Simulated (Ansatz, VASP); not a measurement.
## GaMo: VASP beside Ansatz

```
Ga Mo
1.0
     0.00000    2.85154    2.85154
     2.85154    0.00000    2.85154
     2.85154    2.85154    0.00000
Ga Mo
1 1
Direct
  0.00000 0.00000 0.00000
  0.25000 0.25000 0.25000
```

Change from the starting cell: species swapped into the HgS type (F-43m, No. 216).

Alike in both runs: functional PBE; k mesh 6 × 6 × 6; occupations gaussian, width 0.2 eV; no spin polarisation.

Ansatz relaxed the structure, and its values are those at the end. VASP's run is a single point on that final structure, the one shown.

|  | VASP | Ansatz |
| --- | --- | --- |
| version | VASP 6.6.1 | Ansatz 0.2.0 |
| potentials or method | VASP PAW PBE potentials, release 64 (Ga_d, Mo_sv), cutoff 520 eV | scalar-relativistic, plane waves, PAW |
| valence electrons in the cell | 27 | 27 |

```csv
,VASP,Ansatz,Ansatz less VASP
gap on the k mesh at the Fermi level (eV),none,none,-
pressure (GPa),0.3,0.0,-0.25
```

A gap of «none» marks a metal or a gap that the smearing closes.
